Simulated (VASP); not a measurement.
# KPd2Se2I (P4mm) in VASP: single point with PBE

Aim: the single point of KPd2Se2I with PBE.

Program: VASP 6.6.1. These are calculated values, not measurements. Logs are shortened: lines on timing, memory, paths and dates and some standing lists are left out, and cuts for length are marked.

## 1. The cell of the first run

The structure is tetragonal, space group P4mm (No. 99). The conventional cell has a = 5.297 Å, b = 5.297 Å, c = 7.841 Å, α = 90.00°, β = 90.00°, γ = 90.00°. K (site symmetry 4mm) has 4 Se at 3.22 Å and 2 I at 3.61 to 4.23 Å and 4 Pd at 4.47 Å within 4.5 Å. Pd (site symmetry 2mm) has 1 Se at 2.40 Å and 2 I at 2.65 Å within 3.2 Å. Within 3.3 Å of Se (site symmetry 2mm) lie 1 Pd at 2.40 Å and 2 K at 3.22 Å. Within 3.7 Å of I (site symmetry 4mm) lie 4 Pd at 2.65 Å and 4 Se at 3.57 Å and 1 K at 3.61 Å.

The cell was built from a structure type or drawn by symmetry, and may not be a known phase.

## 2. Single point, PBE

Input file INCAR:

```
  PREC = Accurate
  ENCUT = 520
  EDIFF = 1E-7
  ISMEAR = 0
  SIGMA = 0.15
  LREAL = F
  LASPH = T
  NELM = 100
  ALGO = Normal
  ISIF = 2
  LWAVE = F
  LCHARG = F
  GGA = PE
  NBANDS = 33
```

Input file KPOINTS:

```
regular mesh
0
Gamma
  3 3 2
```

Input file POSCAR:

```
KPd2Se2I
1.0
    5.2968977463      0.0000000000      0.0000000000
    0.0000000000      5.2968977463      0.0000000000
    0.0000000000      0.0000000000      7.8406739936
K Pd Se I
1 2 2 1
Direct
    0.5000000000      0.5000000000      0.4833471772
    0.5000000000      0.0000000000      0.0238996185
    0.0000000000      0.5000000000      0.0238996185
    0.5000000000      0.0000000000      0.7176371330
    0.0000000000      0.5000000000      0.7176371330
    0.5000000000      0.5000000000      1.0226555800
```

Potentials or basis: VASP PAW PBE potentials, release 64 (K_sv, Pd, Se, I).

The run is started by

```
> cat potpaw_PBE.64/K_sv/POTCAR potpaw_PBE.64/Pd/POTCAR potpaw_PBE.64/Se/POTCAR potpaw_PBE.64/I/POTCAR > POTCAR
> mpirun -np 1 vasp_std > vasp.out
```

OUTCAR:

```text
PREC = Accurate
   ENCUT = 520
   EDIFF = 1E-7
   ISMEAR = 0
   LREAL = F
   LASPH = T
   NELM = 100
   ISIF = 2
   GGA = PE

 ion  position               nearest neighbor table
   1  0.500  0.500  0.483-   4 3.22   5 3.22   4 3.22   5 3.22   6 3.61
   2  0.500  0.000  0.024-   4 2.40   6 2.65   6 2.65
   3  0.000  0.500  0.024-   5 2.40   6 2.65   6 2.65
   4  0.500  0.000  0.718-   2 2.40   1 3.22   1 3.22
   5  0.000  0.500  0.718-   3 2.40   1 3.22   1 3.22
   6  0.500  0.500  0.023-   2 2.65   3 2.65   2 2.65   3 2.65   1 3.61

  LATTYP: Found a simple tetragonal cell.
 ALAT       =     5.2968977463
 C/A-ratio  =     1.4802388812

  Lattice vectors:

 A1 = (   5.2968977463,   0.0000000000,   0.0000000000)
 A2 = (   0.0000000000,   5.2968977463,   0.0000000000)
 A3 = (   0.0000000000,   0.0000000000,   7.8406739936)

Analysis of symmetry for initial positions (statically):
=====================================================================
 Subroutine PRICEL returns:
 Original cell was already a primitive cell.

 Routine SETGRP: Setting up the symmetry group for a
 simple tetragonal supercell.

 Subroutine GETGRP returns: Found  8 space group operations
 (whereof  8 operations were pure point group operations)
 out of a pool of 16 trial point group operations.

The static configuration has the point symmetry C_4v.

Analysis of symmetry for dynamics (positions and initial velocities):
=====================================================================
 Subroutine PRICEL returns:
 Original cell was already a primitive cell.

 Routine SETGRP: Setting up the symmetry group for a
 simple tetragonal supercell.

 Subroutine GETGRP returns: Found  8 space group operations
 (whereof  8 operations were pure point group operations)
 out of a pool of 16 trial point group operations.

The dynamic configuration has the point symmetry C_4v.

 Subroutine INISYM returns: Found  8 space group operations
 (whereof  8 operations are pure point group operations),
 and found     1 'primitive' translations

----------------------------------------------------------------------------------------

                                     Primitive cell

  volume of cell :     219.9868

  direct lattice vectors                    reciprocal lattice vectors
     5.296897746  0.000000000  0.000000000     0.188789750  0.000000000  0.000000000
     0.000000000  5.296897746  0.000000000     0.000000000  0.188789750  0.000000000
     0.000000000  0.000000000  7.840673994     0.000000000  0.000000000  0.127540056

  length of vectors
     5.296897746  5.296897746  7.840673994     0.188789750  0.188789750  0.127540056

  position of ions in fractional coordinates (direct lattice)
     0.500000000  0.500000000  0.483347177
     0.500000000  0.000000000  0.023899619
     0.000000000  0.500000000  0.023899619
     0.500000000  0.000000000  0.717637133
     0.000000000  0.500000000  0.717637133
     0.500000000  0.500000000  0.022655580

  ion indices of the primitive-cell ions
   primitive index   ion index
                 1           1
                 2           2
                 3           3
                 4           4
                 5           5
                 6           6

----------------------------------------------------------------------------------------

 KPOINTS: regular mesh

Automatic generation of k-mesh.
 Grid dimensions read from file:
 generate k-points for:    3    3    2

 Generating k-lattice:

  Cartesian coordinates                     Fractional coordinates (reciprocal lattice)
     0.062929917  0.000000000  0.000000000     0.333333333  0.000000000  0.000000000
     0.000000000  0.062929917  0.000000000     0.000000000  0.333333333  0.000000000
     0.000000000  0.000000000  0.063770028     0.000000000  0.000000000  0.500000000

  Length of vectors
     0.062929917  0.062929917  0.063770028

  Shift w.r.t. Gamma in fractional coordinates (k-lattice)
     0.000000000  0.000000000  0.000000000

 Subroutine IBZKPT returns following result:
 ===========================================

 Found      6 irreducible k-points:

 Following reciprocal coordinates:
            Coordinates               Weight
  0.000000  0.000000  0.000000      1.000000
  0.333333  0.000000  0.000000      4.000000
  0.333333  0.333333  0.000000      4.000000
  0.000000  0.000000  0.500000      1.000000
  0.333333  0.000000  0.500000      4.000000
  0.333333  0.333333  0.500000      4.000000
   k-points           NKPTS =      6   k-points in BZ     NKDIM =      6   number of bands    NBANDS=     33
   number of dos      NEDOS =    301   number of ions     NIONS =      6
   total plane-waves  NPLWV =  96000
   dimension x,y,z NGX =    40 NGY =   40 NGZ =   60
   dimension x,y,z NGXF=    80 NGYF=   80 NGZF=  120
   ions per type =               1   2   2   1
   NGX,Y,Z   is equivalent  to a cutoff of  12.55, 12.55, 12.72 a.u.
   NGXF,Y,Z  is equivalent  to a cutoff of  25.11, 25.11, 25.44 a.u.
 SYSTEM =  unknown system
   PREC   = accura    normal or accurate (medium, high low for compatibility)
   ISTART =      0    job   : 0-new  1-cont  2-samecut
   ICHARG =      2    charge: 1-file 2-atom 10-const
   ISPIN  =      1    spin polarized calculation?
   LNONCOLLINEAR =      F non collinear calculations
   LSORBIT =      F    spin-orbit coupling
   LASPH  =      T    aspherical Exc in radial PAW
   ENCUT  =  520.0 eV  38.22 Ry    6.18 a.u.   9.85  9.85 14.58*2*pi/ulx,y,z
   NELM   =    100;   NELMIN=  2; NELMDL= -5     # of ELM steps
   EDIFF  = 0.1E-06   stopping-criterion for ELM
   LREAL  =      F    real-space projection
   EDIFFG = 0.1E-05   stopping-criterion for IOM
   NSW    =      0    number of steps for IOM
   IBRION =     -1    ionic relax: 0-MD 1-quasi-New 2-CG
   NFREE  =      0    steps in history (QN), initial steepest desc. (CG)
   ISIF   =      2    stress and relaxation
   ISYM   =      2    0-nonsym 1-usesym 2-fastsym
   POTIM  = 0.5000    time-step for ionic-motion
   TEBEG  =    0.0;   TEEND  =   0.0 temperature during run
   PSTRESS=    0.0 pullay stress
   NELECT =      48.0000    total number of electrons
   NUPDOWN=      -1.0000    fix difference up-down
   EMIN   =  10.00;   EMAX   =-10.00  energy-range for DOS
   EFERMI =   0.00;   METHOD = LEGACY
   ISMEAR =     0;   SIGMA  =   0.15  broadening in eV -4-tet -1-fermi 0-gaus
   EFERMI_NEDOS =   21; number of points for ismear=-14 and -15
   IALGO  =     38    algorithm
   IMIX   =      4    mixing-type and parameters
     AMIX     =   0.40;   BMIX     =  1.00
     AMIX_MAG =   1.60;   BMIX_MAG =  1.00
  volume/ion in A,a.u.               =      36.66       247.42
  Fermi-wavevector in a.u.,A,eV,Ry     =   0.985575  1.862467 13.216131  0.971358
  Thomas-Fermi vector in A             =   2.116892
   LORBIT       =      0    0 simple, 1 ext, 2 COOP (PROOUT), +10 PAW based schemes
   GGA     = PE    functional components
   LHFCALC =     F    Hartree Fock is set to
   AEXX    =    0.0000 exact exchange contribution
   IVDW    =     0    specifies the selected vdW correction
   LEPSILON=     F    determine dielectric tensor
   LRPA    =     F    only Hartree local field effects (RPA)
 non-spin polarized calculation
 Gauss-broadening in eV      SIGMA  =   0.15
  energy-cutoff  :      520.00
  volume of cell :      219.99
 maximum number of plane-waves:      5938
 NGX is ok and might be reduce to    40
   NGX = 19   NGY = 19   NGZ = 29

 number of electron      47.9999991 magnetization

 Free energy of the ion-electron system (eV)
  ---------------------------------------------------
  ext. energy  EPLUGINS =         0.00000000
  ---------------------------------------------------
  free energy    TOTEN  =       -19.20103762 eV

  energy without entropy =      -19.14692366  energy(sigma->0) =      -19.17398064

 E-fermi :   1.6244     XC(G=0):  -7.5588

 val. band max:        1.4917516167   @ k =   0.3333   0.3333   0.5000
 cond. band min:       1.7036931728   @ k =   0.3333   0.0000   0.0000
 fundamental gap:      0.2119415561
 Fermi energy:         1.6244017277

 k-point     1 :       0.0000    0.0000    0.0000
  band No.  band energies     occupation
      1     -28.4746      2.00000
      2     -12.6943      2.00000
      3     -12.0496      2.00000
      4     -12.0040      2.00000
      5     -12.0040      2.00000
      6     -10.4553      2.00000
[... 25 lines left out ...]
     32       7.5253      0.00000
     33       7.8983      0.00000

 k-point     2 :       0.3333    0.0000    0.0000
  band No.  band energies     occupation
      1     -28.4743      2.00000
      2     -12.5528      2.00000
      3     -12.0648      2.00000
      4     -12.0093      2.00000
      5     -12.0032      2.00000
      6     -10.3464      2.00000
[... 25 lines left out ...]
     32       7.3996      0.00000
     33       7.5215      0.00000

 k-point     3 :       0.3333    0.3333    0.0000
  band No.  band energies     occupation
      1     -28.4740      2.00000
      2     -12.4090      2.00000
      3     -12.0652      2.00000
      4     -12.0532      2.00000
      5     -11.9765      2.00000
      6     -10.2856      2.00000
[... 25 lines left out ...]
     32       7.4593      0.00000
     33       7.6692      0.00000

 k-point     4 :       0.0000    0.0000    0.5000
  band No.  band energies     occupation
      1     -28.4746      2.00000
      2     -12.7363      2.00000
      3     -12.0040      2.00000
      4     -12.0040      2.00000
      5     -11.9787      2.00000
      6     -10.4846      2.00000
[... 25 lines left out ...]
     32       7.3787      0.00000
     33       7.5902      0.00000

 k-point     5 :       0.3333    0.0000    0.5000
  band No.  band energies     occupation
      1     -28.4743      2.00000
      2     -12.5966      2.00000
      3     -12.0560      2.00000
      4     -12.0031      2.00000
      5     -11.9525      2.00000
      6     -10.3639      2.00000
[... 25 lines left out ...]
     32       7.1131      0.00000
     33       8.0558      0.00000

 k-point     6 :       0.3333    0.3333    0.5000
  band No.  band energies     occupation
      1     -28.4740      2.00000
      2     -12.4542      2.00000
      3     -12.0547      2.00000
      4     -12.0525      2.00000
      5     -11.9274      2.00000
      6     -10.2946      2.00000
[... 25 lines left out ...]
     32       6.9683      0.00000
     33       7.6623      0.00000

------------------------ aborting loop because EDIFF is reached ----------------------------------------

  FORCE on cell =-STRESS in cart. coord.  units (eV):
  Direction    XX          YY          ZZ          XY          YZ          ZX
  --------------------------------------------------------------------------------------
  -------------------------------------------------------------------------------------
  Total       -0.0772967     -0.0772967      0.2021156      0.0000000     -0.0000000      0.0000000
  in kB       -0.5629567     -0.5629567      1.4720208      0.0000000     -0.0000000      0.0000000
  external PRESSURE =       0.1153692 kB  Pullay stress =       0.0000000 kB

 VOLUME and BASIS-vectors are now :
 -----------------------------------------------------------------------------
  energy-cutoff  :      520.00
  volume of cell :      219.99
      direct lattice vectors                 reciprocal lattice vectors
     5.296897746  0.000000000  0.000000000     0.188789750  0.000000000  0.000000000
     0.000000000  5.296897746  0.000000000     0.000000000  0.188789750  0.000000000
     0.000000000  0.000000000  7.840673994     0.000000000  0.000000000  0.127540056

 POSITION                                       TOTAL-FORCE (eV/Angst)
 -----------------------------------------------------------------------------------
      2.64845      2.64845      3.78977         0.000000     -0.000000      0.003612
      2.64845      0.00000      0.18739         0.000000     -0.000000     -0.026429
      0.00000      2.64845      0.18739         0.000000     -0.000000     -0.026429
      2.64845      0.00000      5.62676         0.000000      0.000000      0.016579
      0.00000      2.64845      5.62676         0.000000     -0.000000      0.016579
      2.64845      2.64845      0.17764         0.000000      0.000000      0.016088
 -----------------------------------------------------------------------------------
    total drift:                                0.000000      0.000000      0.000771

  FREE ENERGIE OF THE ION-ELECTRON SYSTEM (eV)
  ---------------------------------------------------
  free  energy   TOTEN  =       -19.2010376235 eV

  energy  without entropy=      -19.1469236593  energy(sigma->0) =      -19.17398064
```

Run time: 99 s. Hardware: 1 thread of AMD EPYC 7R13, shared host; peak memory 0.29 GiB.

Results:

```
Free energy            : -19.2010 eV
Pressure               : 0.0 GPa
Largest force          : 0.026 eV/Å
Band gap on the k mesh : zero (bands 24 and 25 overlap by 0.57 eV)
```

Forces on the atoms (eV/Å):
```
K    0.000  0.000  0.004
Pd   0.000  0.000 -0.026
Pd   0.000  0.000 -0.026
Se   0.000  0.000  0.017
Se   0.000  0.000  0.017
I    0.000  0.000  0.016
```

Caveat: the k points lie up to 0.40 Å⁻¹ apart, too coarse for converged energies and pressures of a metal; spin-orbit coupling is left out, which moves the levels of the heavy elements.
